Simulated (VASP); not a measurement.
# BN (Pm) in VASP: further runs, part 3 of 3

VASP 6.6.1. The steps go on from the part before.

### 6 Single point, r2SCAN (all B atoms moved +0.087 Å, as atom 1 along Cartesian [1 1 0])

File POSCAR:

```
BN
1.0
    2.5009753125      0.0000000000      0.0000000000
   -1.2504876563      2.1659081548      0.0000000000
    0.0000000000      0.0000000000      6.8741616654
B N
2 2
Direct
    0.3723555373      0.6952329026      0.2500000000
    0.7056888706      0.3618995693      0.7500000000
    0.3333333333      0.6666666667      0.7500000000
    0.6666666667      0.3333333333      0.2500000000
```

File INCAR.step1:

```
PREC = Accurate
ENCUT = 520
ISMEAR = 0
SIGMA = 0.05
LREAL = F
LASPH = T
NELM = 60
NBANDS = 16
GGA = PE
ALGO = Normal
EDIFF = 1E-4
LWAVE = T
LCHARG = F
```

File INCAR.step2:

```
PREC = Accurate
ENCUT = 520
EDIFF = 1E-6
ISMEAR = 0
SIGMA = 0.05
LREAL = F
LASPH = T
NELM = 60
ALGO = Normal
ISIF = 2
LWAVE = F
LCHARG = F
METAGGA = R2SCAN
LMIXTAU = T
NBANDS = 16
ISTART = 1
```

File KPOINTS:

```
Automatic mesh
0
Gamma
  12 12 4
```

Potentials or basis: VASP PAW PBE potentials, release 64 (B, N).

Command:

```sh
$ cat potpaw_PBE.64/B/POTCAR potpaw_PBE.64/N/POTCAR > POTCAR
$ cp INCAR.step1 INCAR
$ mpirun -np 1 vasp_std > vasp.out
$ cp INCAR.step2 INCAR
$ mpirun -np 1 vasp_std > vasp.out
```

OUTCAR:

```text
PREC = Accurate
   ENCUT = 520
   EDIFF = 1E-6
   ISMEAR = 0
   LREAL = F
   LASPH = T
   NELM = 60
   ISIF = 2
   METAGGA = R2SCAN
   ISTART = 1

 ion  position               nearest neighbor table
   1  0.372  0.695  0.250-   4 1.38   4 1.42   4 1.53
   2  0.706  0.362  0.750-   3 1.36   3 1.47   3 1.51
   3  0.333  0.667  0.750-   2 1.36   2 1.47   2 1.51
   4  0.667  0.333  0.250-   1 1.38   1 1.42   1 1.53

  LATTYP: Found a hexagonal cell.
 ALAT       =     2.5009753125
 C/A-ratio  =     2.7485923716

  Lattice vectors:

 A1 = (   2.5009753125,   0.0000000000,   0.0000000000)
 A2 = (  -1.2504876563,   2.1659081548,   0.0000000000)
 A3 = (   0.0000000000,   0.0000000000,   6.8741616654)

Analysis of symmetry for initial positions (statically):
=====================================================================
 Subroutine PRICEL returns:
 Original cell was already a primitive cell.

 Routine SETGRP: Setting up the symmetry group for a
 hexagonal supercell.

 Subroutine GETGRP returns: Found  2 space group operations
 (whereof  1 operations were pure point group operations)
 out of a pool of 24 trial point group operations.

The static configuration has the point symmetry C_1 .
 The point group associated with its full space group is C_1h.

Analysis of symmetry for dynamics (positions and initial velocities):
=====================================================================
 Subroutine PRICEL returns:
 Original cell was already a primitive cell.

 Routine SETGRP: Setting up the symmetry group for a
 hexagonal supercell.

 Subroutine GETGRP returns: Found  2 space group operations
 (whereof  1 operations were pure point group operations)
 out of a pool of 24 trial point group operations.

The dynamic configuration has the point symmetry C_1 .
 The point group associated with its full space group is C_1h.

 Subroutine INISYM returns: Found  2 space group operations
 (whereof  1 operations are pure point group operations),
 and found     1 'primitive' translations

----------------------------------------------------------------------------------------

                                     Primitive cell

  volume of cell :      37.2365

  direct lattice vectors                    reciprocal lattice vectors
     2.500975313  0.000000000  0.000000000     0.399844011  0.230850047  0.000000000
    -1.250487656  2.165908155  0.000000000     0.000000000  0.461700095  0.000000000
     0.000000000  0.000000000  6.874161665     0.000000000  0.000000000  0.145472284

  length of vectors
     2.500975313  2.500975312  6.874161665     0.461700095  0.461700095  0.145472284

  position of ions in fractional coordinates (direct lattice)
     0.372355537  0.695232903  0.250000000
     0.705688871  0.361899569  0.750000000
     0.333333333  0.666666667  0.750000000
     0.666666667  0.333333333  0.250000000

  ion indices of the primitive-cell ions
   primitive index   ion index
                 1           1
                 2           2
                 3           3
                 4           4

----------------------------------------------------------------------------------------

 KPOINTS: Automatic mesh

Automatic generation of k-mesh.
 Grid dimensions read from file:
 generate k-points for:   12   12    4

 Generating k-lattice:

  Cartesian coordinates                     Fractional coordinates (reciprocal lattice)
     0.033320334  0.019237504  0.000000000     0.083333333  0.000000000  0.000000000
     0.000000000  0.038475008  0.000000000     0.000000000  0.083333333  0.000000000
     0.000000000  0.000000000  0.036368071     0.000000000  0.000000000  0.250000000

  Length of vectors
     0.038475008  0.038475008  0.036368071

  Shift w.r.t. Gamma in fractional coordinates (k-lattice)
     0.000000000  0.000000000  0.000000000

 Subroutine IBZKPT returns following result:
 ===========================================

 Found    222 irreducible k-points:

 Following reciprocal coordinates:
            Coordinates               Weight
  0.000000  0.000000  0.000000      1.000000
  0.083333  0.000000  0.000000      2.000000
  0.000000  0.083333  0.000000      2.000000
 -0.083333  0.083333  0.000000      2.000000
  0.166667  0.000000  0.000000      2.000000
  0.000000  0.166667  0.000000      2.000000
[... 16 lines left out ...]
  0.166667  0.083333  0.000000      2.000000
 -0.083333  0.250000  0.000000      2.000000
 [... further k-points ...]
   k-points           NKPTS =    222   k-points in BZ     NKDIM =    222   number of bands    NBANDS=     16
   number of dos      NEDOS =    301   number of ions     NIONS =      4
   total plane-waves  NPLWV =  21600
   dimension x,y,z NGX =    20 NGY =   20 NGZ =   54
   dimension x,y,z NGXF=    40 NGYF=   40 NGZF=  108
   ions per type =               2   2
   NGX,Y,Z   is equivalent  to a cutoff of  13.29, 13.29, 13.06 a.u.
   NGXF,Y,Z  is equivalent  to a cutoff of  26.59, 26.59, 26.12 a.u.
 SYSTEM =  unknown system
   PREC   = accura    normal or accurate (medium, high low for compatibility)
   ISTART =      1    job   : 0-new  1-cont  2-samecut
   ICHARG =      0    charge: 1-file 2-atom 10-const
   ISPIN  =      1    spin polarized calculation?
   LNONCOLLINEAR =      F non collinear calculations
   LSORBIT =      F    spin-orbit coupling
   LASPH  =      T    aspherical Exc in radial PAW
   ENCUT  =  520.0 eV  38.22 Ry    6.18 a.u.   4.65  4.65 12.78*2*pi/ulx,y,z
   NELM   =     60;   NELMIN=  2; NELMDL=  0     # of ELM steps
   EDIFF  = 0.1E-05   stopping-criterion for ELM
   LREAL  =      F    real-space projection
[... 7 lines left out ...]
   TEBEG  =    0.0;   TEEND  =   0.0 temperature during run
   PSTRESS=    0.0 pullay stress
   NELECT =      16.0000    total number of electrons
   NUPDOWN=      -1.0000    fix difference up-down
   EMIN   =  10.00;   EMAX   =-10.00  energy-range for DOS
   EFERMI =   0.00;   METHOD = LEGACY
   ISMEAR =     0;   SIGMA  =   0.05  broadening in eV -4-tet -1-fermi 0-gaus
   EFERMI_NEDOS =   21; number of points for ismear=-14 and -15
   IALGO  =     38    algorithm
   IMIX   =      4    mixing-type and parameters
     AMIX     =   0.40;   BMIX     =  1.00
     AMIX_MAG =   1.60;   BMIX_MAG =  1.00
  volume/ion in A,a.u.               =       9.31        62.82
  Fermi-wavevector in a.u.,A,eV,Ry     =   1.235355  2.334482 20.763877  1.526102
  Thomas-Fermi vector in A             =   2.370008
   LORBIT       =      0    0 simple, 1 ext, 2 COOP (PROOUT), +10 PAW based schemes
   METAGGA = R2SCAN    functional components
   LHFCALC =     F    Hartree Fock is set to
   AEXX    =    0.0000 exact exchange contribution
   IVDW    =     0    specifies the selected vdW correction
   LEPSILON=     F    determine dielectric tensor
   LRPA    =     F    only Hartree local field effects (RPA)
 non-spin polarized calculation
 Gauss-broadening in eV      SIGMA  =   0.05
  energy-cutoff  :      520.00
  volume of cell :       37.24
 maximum number of plane-waves:      1034
   NGX =  9   NGY =  9   NGZ = 25

 number of electron      16.0000000 magnetization

 Free energy of the ion-electron system (eV)
  ---------------------------------------------------
  ext. energy  EPLUGINS =         0.00000000
  ---------------------------------------------------
  free energy    TOTEN  =       -38.27518287 eV

  energy without entropy =      -38.27518287  energy(sigma->0) =      -38.27518287

 E-fermi :   1.9432     XC(G=0): -10.5069

 val. band max:        1.6955334252   @ k =   0.3333   0.3333   0.5000
 cond. band min:       6.4712100290   @ k =   0.5000   0.0000   0.0000
 fundamental gap:      4.7756766037
 Fermi energy:         1.9431813568

 k-point     1 :       0.0000    0.0000    0.0000
  band No.  band energies     occupation
      1     -17.0434      2.00000
      2     -16.8223      2.00000
      3      -4.5165      2.00000
      4      -2.6772      2.00000
      5      -0.6592      2.00000
      6      -0.6309      2.00000
[... 8 lines left out ...]
     15      15.7774      0.00000
     16      16.1031      0.00000
[... 419 lines left out ...]
 k-point    24 :      -0.0833    0.2500    0.0000
  band No.  band energies     occupation
      1     -16.0932      2.00000
      2     -15.8908      2.00000
      3      -3.3429      2.00000
      4      -3.1883      2.00000
      5      -2.5451      2.00000
      6      -1.5036      2.00000
[... 8 lines left out ...]
     15      17.3485      0.00000
     16      17.6113      0.00000

 [... further k-points ...]

------------------------ aborting loop because EDIFF is reached ----------------------------------------

  FORCE on cell =-STRESS in cart. coord.  units (eV):
  Direction    XX          YY          ZZ          XY          YZ          ZX
  --------------------------------------------------------------------------------------
  -------------------------------------------------------------------------------------
  Total        1.1529927      1.1322857     -0.0619755      0.2775350      0.0000000      0.0000000
  in kB       49.6098558     48.7188953     -2.6666225     11.9415076      0.0000000      0.0000000
  external PRESSURE =      31.8873762 kB  Pullay stress =       0.0000000 kB

 VOLUME and BASIS-vectors are now :
 -----------------------------------------------------------------------------
  energy-cutoff  :      520.00
  volume of cell :       37.24
      direct lattice vectors                 reciprocal lattice vectors
     2.500975313  0.000000000  0.000000000     0.399844011  0.230850047  0.000000000
    -1.250487656  2.165908155  0.000000000     0.000000000  0.461700095  0.000000000
     0.000000000  0.000000000  6.874161665     0.000000000  0.000000000  0.145472284

 POSITION                                       TOTAL-FORCE (eV/Angst)
 -----------------------------------------------------------------------------------
      0.06187      1.50581      1.71854        -2.092533     -2.598609      0.000000
      1.31236      0.78384      5.15562        -3.112510     -2.604350      0.000000
     -0.00000      1.44394      5.15562         3.113448      2.604250      0.000000
      1.25049      0.72197      1.71854         2.091594      2.598709      0.000000
 -----------------------------------------------------------------------------------
    total drift:                               -0.000002     -0.000387      0.000000

  FREE ENERGIE OF THE ION-ELECTRON SYSTEM (eV)
  ---------------------------------------------------
  free  energy   TOTEN  =       -38.2751828670 eV

  energy  without entropy=      -38.2751828670  energy(sigma->0) =      -38.27518287
```

Run time: 6.5 min. Hardware: 1 thread of Intel Xeon Platinum 8259CL at 2.50GHz (Skylake/Cascade Lake), shared host; peak memory 0.24 GiB.

Results:

- Free energy: -38.2752 eV
- Pressure: 3.2 GPa
- Largest force: 4.059 eV/Å
- Band gap on the k mesh: 4.78 eV (least direct gap 5.18 eV)

Forces in eV/Å, atoms in the order of the input:
```
B   -2.093 -2.599  0.000
B   -3.113 -2.604  0.000
N    3.113  2.604  0.000
N    2.092  2.599  0.000
```

Caveat: the cell differs from its parent crystal (all B atoms moved +0.087 Å, as atom 1 along Cartesian [1 1 0]); the cell stands under pressure; the PAW data sets were made with another functional, which shifts forces and pressure a little.

### 7 Single point, r2SCAN (all B atoms moved +0.062 Å, as atom 1 along Cartesian [1 1 0])

Edit POSCAR of step 6 so:

```diff
@@ -8,4 +8,4 @@
 Direct
-    0.3723555373      0.6952329026      0.2500000000
-    0.7056888706      0.3618995693      0.7500000000
+    0.3612063362      0.6870711209      0.2500000000
+    0.6945396695      0.3537377876      0.7500000000
     0.3333333333      0.6666666667      0.7500000000
```

File INCAR.step1:

```
PREC     = Accurate       # precision mode
ENCUT    = 520            # plane-wave cutoff, eV
ISMEAR   = 0              # smearing method
SIGMA    = 0.05           # smearing width, eV
LREAL    = F              # projectors in reciprocal space
LASPH    = T              # aspherical terms in the spheres
NELM     = 100            # most SCF steps
NBANDS   = 16             # bands
GGA      = PE             # functional
ALGO     = Normal         # electronic algorithm
EDIFF    = 1E-4           # SCF threshold, eV
LWAVE    = T              # write WAVECAR
LCHARG   = F              # write CHGCAR
```

File INCAR.step2:

```
PREC     = Accurate       # precision mode
ENCUT    = 520            # plane-wave cutoff, eV
EDIFF    = 1E-6           # SCF threshold, eV
ISMEAR   = 0              # smearing method
SIGMA    = 0.05           # smearing width, eV
LREAL    = F              # projectors in reciprocal space
LASPH    = T              # aspherical terms in the spheres
NELM     = 100            # most SCF steps
ALGO     = Normal         # electronic algorithm
ISIF     = 2              # what is computed and relaxed
LWAVE    = F              # write WAVECAR
LCHARG   = F              # write CHGCAR
METAGGA  = R2SCAN         # meta-GGA
LMIXTAU  = T            
NBANDS   = 16             # bands
ISTART   = 1
```

KPOINTS is that of step 6.

Command:

```sh
$ cat potpaw_PBE.64/B/POTCAR potpaw_PBE.64/N/POTCAR > POTCAR
$ cp INCAR.step1 INCAR
$ mpirun -np 1 vasp_std > vasp.out
$ cp INCAR.step2 INCAR
$ mpirun -np 1 vasp_std > vasp.out
```

Run time: 6.6 min. Hardware: 1 thread of Intel Xeon Platinum 8259CL at 2.50GHz (Skylake/Cascade Lake), shared host; peak memory 0.23 GiB.

Results (log left out):

```
Free energy            : -38.4326 eV
Pressure               : 1.8 GPa
Largest force          : 2.809 eV/Å
Band gap on the k mesh : 4.84 eV (least direct gap 5.29 eV)
```

Forces in eV/Å, atoms in the order of the input:
```
B   -1.596 -1.852  0.000
B   -2.110 -1.853  0.000
N    2.111  1.853  0.000
N    1.595  1.852  0.000
```

Stress tensor (GPa, compression positive):
```
 2.84  0.60  0.00
 0.60  2.82  0.00
 0.00  0.00 -0.26
```

Levels at points of the mesh, in eV from the valence-band top:
| k point | band 6 | band 7 | band 8 | band 9 | band 10 | band 11 |
| --- | --- | --- | --- | --- | --- | --- |
| (0.00, 0.00, 0.00) | -2.06 | -0.55 | -0.54 | 5.42 | 10.64 | 11.42 |
| (0.50, 0.00, 0.00) | -3.86 | -1.39 | -0.45 | 4.84 | 6.39 | 10.22 |
| (0.00, 0.50, 0.00) | -3.93 | -1.36 | -0.47 | 4.89 | 6.32 | 10.16 |
| (0.50, 0.50, 0.00) | -4.07 | -1.34 | -0.50 | 4.94 | 6.25 | 10.11 |
| (0.00, 0.00, 0.50) | -2.06 | -0.56 | -0.54 | 7.72 | 7.72 | 11.45 |
| (0.50, 0.00, 0.50) | -3.86 | -1.12 | -0.69 | 4.96 | 5.86 | 10.57 |
| (0.00, 0.50, 0.50) | -3.93 | -1.07 | -0.74 | 5.07 | 5.74 | 10.52 |
| (0.50, 0.50, 0.50) | -4.08 | -0.97 | -0.85 | 5.28 | 5.52 | 10.49 |

Caveat: the cell differs from its parent crystal (all B atoms moved +0.062 Å, as atom 1 along Cartesian [1 1 0]); the PAW data sets were made with another functional, which shifts forces and pressure a little. A k mesh can miss the band edges.

### 8 The runs side by side

```tsv
cell	gap on the mesh (eV)	pressure (GPa)	largest force (eV/Å)
as given, atomic positions A	4.74	4.1	4.72
as given, atomic positions B	4.81	2.4	3.42
as given, atomic positions C	4.87	1.3	2.21
as given, atomic positions D	4.91	0.6	1.07
as given, atomic positions E	4.78	3.2	4.06
as given, atomic positions F	4.84	1.8	2.81
```

Alike in all rows: task single point; level r2SCAN; potentials or basis VASP PAW PBE potentials, release 64 (B, N); no spin polarisation; k mesh 12 × 12 × 4; cutoff (eV) 520; smearing gaussian 0.05 eV.

Caveats: the PAW data sets were made with another functional, which shifts forces and pressure a little; the cell stands under pressure (at least some runs).

Absolute energies hang on the potentials; compare differences alone.
